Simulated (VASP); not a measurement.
Write the native input for VASP 6.6.1 that does the following.

```yaml
Task: single point
Functional: PBEsol
Potentials_or_basis: VASP PAW PBE potentials, release 64 (Zr_sv, N)
Cutoff: 520 eV
k_mesh: 8 × 8 × 12
Occupations: gaussian, width 0.1 eV
Spin: no spin polarisation
Dipole_correction: no
Further_INCAR_settings: ALGO = Normal; EDIFF = 1e-06; NBANDS = 38
```

The structure of Zr2N lies in POSCAR:

```
Zr2N
1.0
    5.2626478690      0.0000000000      0.0000000000
    0.0000000000      5.2626478690      0.0000000000
    0.0000000000      0.0000000000      3.3118944543
Zr N
4 2
Direct
    0.2962523256      0.2962523256      0.0000000000
    0.7037476744      0.7037476744      0.0000000000
    0.7962523256      0.2037476744      0.5000000000
    0.2037476744      0.7962523256      0.5000000000
    0.0000000000      0.0000000000      0.0000000000
    0.5000000000      0.5000000000      0.5000000000
```

This cell differs from its parent crystal: biaxial strain in the a-b plane: -2.0 %.

One way to write it, as run:

INCAR

```
SYSTEM = Zr2N
ALGO = Normal
EDIFF = 1E-6
ENCUT = 520
GGA = PS
ISIF = 2
ISMEAR = 0
LASPH = .True.
LCHARG = .False.
LREAL = .False.
LWAVE = .False.
NBANDS = 38
NELM = 60
PREC = Accurate
SIGMA = 0.1
```

KPOINTS

```
k-points
0
Gamma
  8 8 12
  0 0 0
```

Potentials or basis: VASP PAW PBE potentials, release 64 (Zr_sv, N).

Launch:

```console
$ cat potpaw_PBE.64/Zr_sv/POTCAR potpaw_PBE.64/N/POTCAR > POTCAR
$ mpirun -np 1 vasp_std > vasp.out
```

It gave:

```
Pressure               : 5.8 GPa
Largest force          : 0.104 eV/Å
Band gap on the k mesh : zero (bands 29 and 30 overlap by 2.46 eV)
```

Caveat: the cell differs from its parent crystal (biaxial strain in the a-b plane: -2.0 %); the stress differs along the axes, from 0 to 8 GPa; the PAW data sets were made with another functional, which shifts forces and pressure a little.

Run time: 2.1 min on 1 thread of Intel(R) Xeon(R) 6975P-C (Granite Rapids), with other jobs on the host, peak memory 0.38 GiB.
